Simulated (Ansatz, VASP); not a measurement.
**O: VASP beside Ansatz**

The input INCAR:

```
SYSTEM = O
PREC = Accurate
ENCUT = 520
EDIFF = 1E-6
ISMEAR = -1
SIGMA = 0.05
LREAL = .False.
LASPH = .True.
NELM = 150
ALGO = Normal
ISIF = 2
LWAVE = .False.
LCHARG = .False.
ISPIN = 2
MAGMOM = 1 1 1 1 1 1 1 1 1 1 1 1
LORBIT = 11
GGA = PE
IVDW = 12
IBRION = 2
NSW = 35
EDIFFG = -0.3
```

File KPOINTS:

```
regular mesh
0
Gamma
  1 1 1
  0 0 0
```

Contents of POSCAR:

```
O
1.0
    7.1569970000      0.0000000000      0.0000000000
    0.0000000000      7.1569970000      0.0000000000
    0.0000000000      0.0000000000      7.1569970000
O
12
Direct
    0.1543582000      0.0635349000      0.7173164000
    0.1886161000      0.2053485000      0.6223302000
    0.7392959000      0.8843161000      0.2658838000
    0.7574796000      0.7327301000      0.1822290000
    0.5129686000      0.8640475000      0.6355230000
    0.4624869000      0.7378116000      0.5267887000
    0.2720182000      0.1728658000      0.2475022000
    0.1825857000      0.3222260000      0.2468409000
    0.5575755000      0.4604547000      0.7364238000
    0.5704844000      0.4702598000      0.9097567000
    1.0561832000      0.5513432000      0.5242750000
    0.9143535000      0.5229170000      0.4274072000
```

Input for Ansatz:

```yaml
crystal:
  lattice:
    - [7.156997, 0.0, 0.0]
    - [0.0, 7.156997, 0.0]
    - [0.0, 0.0, 7.156997]
  atoms:
    - { symbol: O, position: [0.1543582, 0.0635349, 0.7173164], spin: 1.0 }
    - { symbol: O, position: [0.1886161, 0.2053485, 0.6223302], spin: 1.0 }
    - { symbol: O, position: [0.7392959, 0.8843161, 0.2658838], spin: 1.0 }
    - { symbol: O, position: [0.7574796, 0.7327301, 0.182229], spin: 1.0 }
    - { symbol: O, position: [0.5129686, 0.8640475, 0.635523], spin: 1.0 }
    - { symbol: O, position: [0.4624869, 0.7378116, 0.5267887], spin: 1.0 }
    - { symbol: O, position: [0.2720182, 0.1728658, 0.2475022], spin: 1.0 }
    - { symbol: O, position: [0.1825857, 0.322226, 0.2468409], spin: 1.0 }
    - { symbol: O, position: [0.5575755, 0.4604547, 0.7364238], spin: 1.0 }
    - { symbol: O, position: [0.5704844, 0.4702598, 0.9097567], spin: 1.0 }
    - { symbol: O, position: [1.0561832, 0.5513432, 0.524275], spin: 1.0 }
    - { symbol: O, position: [0.9143535, 0.522917, 0.4274072], spin: 1.0 }
magnetization:
  spin_polarized: true
basis:
  ecutwfc: 420.0
kpoints:
  mp_grid: { grid: [1, 1, 1] }
hamiltonian:
  xc: pbe
  dispersion: d3bj
scf:
  occupations: { method: fermi_dirac, width: 0.05 }
  lower_state_search: "off"
relax:
  f_tol: 0.3
  max_steps: 15
  adjacent_minimum: "off"
output:
  write_density: true
  write_potential: true
  elf: true
  volumetric_format: npy
```

Alike in both runs: task relaxation of the atoms; functional PBE; dispersion D3(BJ); k mesh 1 × 1 × 1; occupations fermi-dirac, width 0.05 eV; collinear spin.

|  | VASP | Ansatz |
| --- | --- | --- |
| version | VASP 6.6.1 | Ansatz 0.2.0 |
| potentials or method | VASP PAW PBE potentials, release 64 (O), cutoff 520 eV | scalar-relativistic, plane waves, PAW |
| valence electrons in the cell | 72 | 72 |

|  | VASP | Ansatz | Ansatz less VASP |
| --- | --- | --- | --- |
| gap on the k mesh at the Fermi level, each at its own relaxed structure (eV) | 1.70 | 1.95 | +0.250 |
| net moment per atom (μB) | 1.00 | 1.00 | 0.000 |
| size of the moment on the site where the two differ most (μB) | 0.82 | 0.56 | -0.259 |

Site moments also hang on the region over which each program counts them. Ansatz's warnings: xc potential rough in thin density.

Noted on VASP's run: the standard files for N, O and F lose accuracy on very short bonds.
